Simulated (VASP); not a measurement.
# SnO (P4/nmm) in VASP: a series of runs, part 2 of 3

VASP 6.6.1. Earlier steps stand in the parts before.

## 3. Electric field gradients, LDA (volume scaled by 1.06)

File INCAR:

```
PREC = Accurate
ENCUT = 520
EDIFF = 1E-8
ISMEAR = -1
SIGMA = 0.02
LREAL = F
LASPH = T
NELM = 100
ALGO = Normal
ISIF = 2
LWAVE = F
LCHARG = F
GGA = CA
LEFG = T
NBANDS = 28
```

File KPOINTS:

```
Automatic mesh
0
Gamma
  6 6 5
```

File POSCAR:

```
SnO
1.0
    3.8765679508      0.0000000000      0.0000000000
    0.0000000000      3.8765679508      0.0000000000
    0.0000000000      0.0000000000      4.9308476092
Sn O
2 2
Direct
    0.0000000000      0.5000000000      0.2385000000
    0.5000000000      0.0000000000      0.7615000000
    0.0000000000      0.0000000000      0.0000000000
    0.5000000000      0.5000000000      0.0000000000
```

Potentials or basis: VASP PAW LDA potentials, release 64 (Sn_d, O).

Run with:

```bash
cat potpaw_LDA.64/Sn_d/POTCAR potpaw_LDA.64/O/POTCAR > POTCAR
mpirun -np 1 vasp_std > vasp.out
```

OUTCAR:

```text
PREC = Accurate
   ENCUT = 520
   EDIFF = 1E-8
   ISMEAR = -1
   LREAL = F
   LASPH = T
   NELM = 100
   ISIF = 2
   GGA = CA

 ion  position               nearest neighbor table
   1  0.000  0.500  0.239-   3 2.27   4 2.27   3 2.27   4 2.27   2 3.61   2 3.61   2 3.61   2 3.61

   2  0.500  0.000  0.761-   3 2.27   4 2.27   4 2.27   3 2.27   1 3.61   1 3.61   1 3.61   1 3.61

   3  0.000  0.000  0.000-   1 2.27   2 2.27   1 2.27   2 2.27
   4  0.500  0.500  0.000-   1 2.27   2 2.27   2 2.27   1 2.27

  LATTYP: Found a simple tetragonal cell.
 ALAT       =     3.8765679508
 C/A-ratio  =     1.2719621252

  Lattice vectors:

 A1 = (   3.8765679508,   0.0000000000,   0.0000000000)
 A2 = (   0.0000000000,   3.8765679508,   0.0000000000)
 A3 = (   0.0000000000,   0.0000000000,   4.9308476092)

Analysis of symmetry for initial positions (statically):
=====================================================================
 Subroutine PRICEL returns:
 Original cell was already a primitive cell.

 Routine SETGRP: Setting up the symmetry group for a
 simple tetragonal supercell.

 Subroutine GETGRP returns: Found 16 space group operations
 (whereof  8 operations were pure point group operations)
 out of a pool of 16 trial point group operations.

The static configuration has the point symmetry D_2d.
 The point group associated with its full space group is D_4h.

Analysis of symmetry for dynamics (positions and initial velocities):
=====================================================================
 Subroutine PRICEL returns:
 Original cell was already a primitive cell.

 Routine SETGRP: Setting up the symmetry group for a
 simple tetragonal supercell.

 Subroutine GETGRP returns: Found 16 space group operations
 (whereof  8 operations were pure point group operations)
 out of a pool of 16 trial point group operations.

The dynamic configuration has the point symmetry D_2d.
 The point group associated with its full space group is D_4h.

 Subroutine INISYM returns: Found 16 space group operations
 (whereof  8 operations are pure point group operations),
 and found     1 'primitive' translations

----------------------------------------------------------------------------------------

                                     Primitive cell

  volume of cell :      74.0997

  direct lattice vectors                    reciprocal lattice vectors
     3.876567951  0.000000000  0.000000000     0.257960137  0.000000000  0.000000000
     0.000000000  3.876567951  0.000000000     0.000000000  0.257960137  0.000000000
     0.000000000  0.000000000  4.930847609     0.000000000  0.000000000  0.202804889

  length of vectors
     3.876567951  3.876567951  4.930847609     0.257960137  0.257960137  0.202804889

  position of ions in fractional coordinates (direct lattice)
     0.000000000  0.500000000  0.238500000
     0.500000000  0.000000000  0.761500000
     0.000000000  0.000000000  0.000000000
[... 93 lines left out ...]
   EMIN   =  10.00;   EMAX   =-10.00  energy-range for DOS
   EFERMI =   0.00;   METHOD = LEGACY
   ISMEAR =    -1;   SIGMA  =   0.02  broadening in eV -4-tet -1-fermi 0-gaus
   EFERMI_NEDOS =   21; number of points for ismear=-14 and -15
   IALGO  =     38    algorithm
   IMIX   =      4    mixing-type and parameters
     AMIX     =   0.40;   BMIX     =  1.00
     AMIX_MAG =   1.60;   BMIX_MAG =  1.00
  volume/ion in A,a.u.               =      18.52       125.01
  Fermi-wavevector in a.u.,A,eV,Ry     =   1.332977  2.518962 24.175213  1.776828
  Thomas-Fermi vector in A             =   2.461871
   LORBIT       =      0    0 simple, 1 ext, 2 COOP (PROOUT), +10 PAW based schemes
   GGA     = CA    functional components
   LHFCALC =     F    Hartree Fock is set to
   AEXX    =    0.0000 exact exchange contribution
   IVDW    =     0    specifies the selected vdW correction
   LEPSILON=     F    determine dielectric tensor
   LRPA    =     F    only Hartree local field effects (RPA)
 non-spin polarized calculation
  energy-cutoff  :      520.00
  volume of cell :       74.10
 maximum number of plane-waves:      2022
 NGX is ok and might be reduce to    30
   NGX = 15   NGY = 15   NGZ = 19

 number of electron      39.9999986 magnetization

 Free energy of the ion-electron system (eV)
  ---------------------------------------------------
  ext. energy  EPLUGINS =         0.00000000
  ---------------------------------------------------
  free energy    TOTEN  =       -25.58137917 eV

  energy without entropy =      -25.58137374  energy(sigma->0) =      -25.58137646

 E-fermi :   6.1156     XC(G=0): -10.3920

 val. band max:        5.9811179756   @ k =   0.0000   0.0000   0.0000
 cond. band min:       6.2597158460   @ k =   0.5000   0.5000   0.0000
 fundamental gap:      0.2785978703
 Fermi energy:         6.1156004229

 k-point     1 :       0.0000    0.0000    0.0000
  band No.  band energies     occupation
      1     -15.5489      2.00000
      2     -15.2282      2.00000
      3     -15.2282      2.00000
      4     -15.2264      2.00000
      5     -15.1919      2.00000
      6     -15.1829      2.00000
[... 733 lines left out ...]
     27      15.0362      0.00000
     28      15.0362      0.00000

 [... further k-points ...]

------------------------ aborting loop because EDIFF is reached ----------------------------------------

  FORCE on cell =-STRESS in cart. coord.  units (eV):
  Direction    XX          YY          ZZ          XY          YZ          ZX
  --------------------------------------------------------------------------------------
  -------------------------------------------------------------------------------------
  Total       -3.5560499     -3.5560499     -2.9630556      0.0000000      0.0000000      0.0000000
  in kB      -76.8886154    -76.8886154    -64.0669431      0.0000000      0.0000000      0.0000000
  external PRESSURE =     -72.6147246 kB  Pullay stress =       0.0000000 kB

 VOLUME and BASIS-vectors are now :
 -----------------------------------------------------------------------------
  energy-cutoff  :      520.00
  volume of cell :       74.10
      direct lattice vectors                 reciprocal lattice vectors
     3.876567951  0.000000000  0.000000000     0.257960137  0.000000000  0.000000000
     0.000000000  3.876567951  0.000000000     0.000000000  0.257960137  0.000000000
     0.000000000  0.000000000  4.930847609     0.000000000  0.000000000  0.202804889

 POSITION                                       TOTAL-FORCE (eV/Angst)
 -----------------------------------------------------------------------------------
      0.00000      1.93828      1.17601         0.000000      0.000000     -0.886554
      1.93828      0.00000      3.75484         0.000000      0.000000      0.886554
      0.00000      0.00000      0.00000         0.000000     -0.000000      0.000000
      1.93828      1.93828      0.00000         0.000000      0.000000      0.000000
 -----------------------------------------------------------------------------------
    total drift:                                0.000000      0.000000     -0.000000

  FREE ENERGIE OF THE ION-ELECTRON SYSTEM (eV)
  ---------------------------------------------------
  free  energy   TOTEN  =       -25.5813791722 eV

  energy  without entropy=      -25.5813737390  energy(sigma->0) =      -25.58137646

 Electric field gradients (V/A^2)
---------------------------------------------------------------------
 ion       V_xx      V_yy      V_zz      V_xy      V_xz      V_yz
---------------------------------------------------------------------
   1      77.453    77.453  -154.906    -0.000    -0.000    -0.000
   2      77.453    77.453  -154.906     0.000     0.000    -0.000
   3      -0.871    -0.871     1.743    -0.000     0.000     0.000
   4      -0.871    -0.871     1.743    -0.000     0.000    -0.000
---------------------------------------------------------------------

 Electric field gradients after diagonalization (V/A^2)
 (convention: |V_zz| > |V_xx| > |V_yy|)
----------------------------------------------------------------------
 ion       V_xx      V_yy      V_zz     asymmetry (V_yy - V_xx)/ V_zz
----------------------------------------------------------------------
   1      77.453    77.453  -154.906       0.000
   2      77.453    77.453  -154.906       0.000
   3      -0.871    -0.871     1.743       0.000
   4      -0.871    -0.871     1.743       0.000
----------------------------------------------------------------------

           NMR quadrupolar parameters

 Cq : quadrupolar parameter    Cq=e*Q*V_zz/h
 eta: asymmetry parameters     (V_yy - V_xx)/ V_zz
 Q  : nuclear electric quadrupole moment in mb (millibarn)
----------------------------------------------------------------------
 ion       Cq(MHz)       eta       Q (mb)
----------------------------------------------------------------------
   1      -0.375       0.000       1.000
   2      -0.375       0.000       1.000
   3       0.004       0.000       1.000
   4       0.004       0.000       1.000
----------------------------------------------------------------------
```

OSZICAR:

```text
N       E                     dE             d eps       ncg     rms          rms(c)
DAV:   1     0.411667665773E+03    0.41167E+03   -0.19956E+04  1748   0.214E+03
DAV:   2     0.330690611939E+02   -0.37860E+03   -0.36268E+03  1768   0.533E+02
DAV:   3    -0.263151812296E+02   -0.59384E+02   -0.58167E+02  1888   0.179E+02
DAV:   4    -0.292223078252E+02   -0.29071E+01   -0.28895E+01  1928   0.422E+01
DAV:   5    -0.292958681598E+02   -0.73560E-01   -0.73550E-01  1828   0.726E+00    0.114E+01
DAV:   6    -0.257611546494E+02    0.35347E+01   -0.17691E+01  2700   0.470E+01    0.536E+00
DAV:   7    -0.256409966786E+02    0.12016E+00   -0.22957E+00  1964   0.898E+00    0.243E+00
DAV:   8    -0.255949099077E+02    0.46087E-01   -0.35583E-01  1796   0.364E+00    0.761E-01
DAV:   9    -0.255810314350E+02    0.13878E-01   -0.41349E-02  2732   0.192E+00    0.225E-01
DAV:  10    -0.255819042411E+02   -0.87281E-03   -0.71948E-03  2404   0.726E-01    0.160E-01
DAV:  11    -0.255813598546E+02    0.54439E-03   -0.23975E-03  2592   0.409E-01    0.153E-02
DAV:  12    -0.255813798323E+02   -0.19978E-04   -0.23327E-04  1740   0.100E-01    0.188E-02
DAV:  13    -0.255813794433E+02    0.38901E-06   -0.10662E-05  2048   0.235E-02    0.781E-03
DAV:  14    -0.255813792213E+02    0.22195E-06   -0.19028E-06  2104   0.969E-03    0.135E-03
DAV:  15    -0.255813791770E+02    0.44306E-07   -0.21569E-07  1924   0.340E-03    0.109E-03
DAV:  16    -0.255813791722E+02    0.48876E-08   -0.26686E-08  1668   0.108E-03
   1 F= -.25581379E+02 E0= -.25581376E+02  d E =-.543312E-05
```

Run time: 37 s. Hardware: 1 thread of AMD EPYC 9R45 (Zen 5), shared host; peak memory 0.15 GiB.

Results:

```
Free energy            : -25.5814 eV
Pressure               : -7.3 GPa
Largest force          : 0.887 eV/Å
Band gap on the k mesh : 0.28 eV, indirect (least direct gap 2.00 eV)
```

Forces in eV/Å, atoms in the order of the input:
```
Sn   0.000  0.000 -0.887
Sn   0.000  0.000  0.887
O    0.000  0.000  0.000
O    0.000  0.000  0.000
```

Levels at points of the mesh, in eV from the valence-band top:
```tsv
k point	band 16	band 17	band 18	band 19	band 20	band 21	band 22	band 23	band 24	band 25
(0.00, 0.00, 0.00)	-5.70	-3.03	-2.73	-2.73	0.00	2.00	4.32	4.67	4.67	5.56
(0.50, 0.00, 0.00)	-4.50	-4.33	-4.33	-2.39	-2.39	3.10	3.10	5.76	5.76	5.82
(0.50, 0.50, 0.00)	-4.62	-2.09	-2.09	-1.75	-1.75	0.28	0.28	4.48	4.48	6.98
```

Electric field gradients, principal values (V/Å²):
```
atom   least  middle  greatest (by size)
1 Sn  77.453  77.453            -154.906
2 Sn  77.453  77.453            -154.906
 3 O  -0.871  -0.871               1.743
 4 O  -0.871  -0.871               1.743
```

Caveat: without QUAD_EFG the Cq values of the log hold for a quadrupole moment of 1 mb, not for the nuclei; spin-orbit coupling is left out, which moves the levels of the heavy elements.

(Continued in part 3 of 3.)
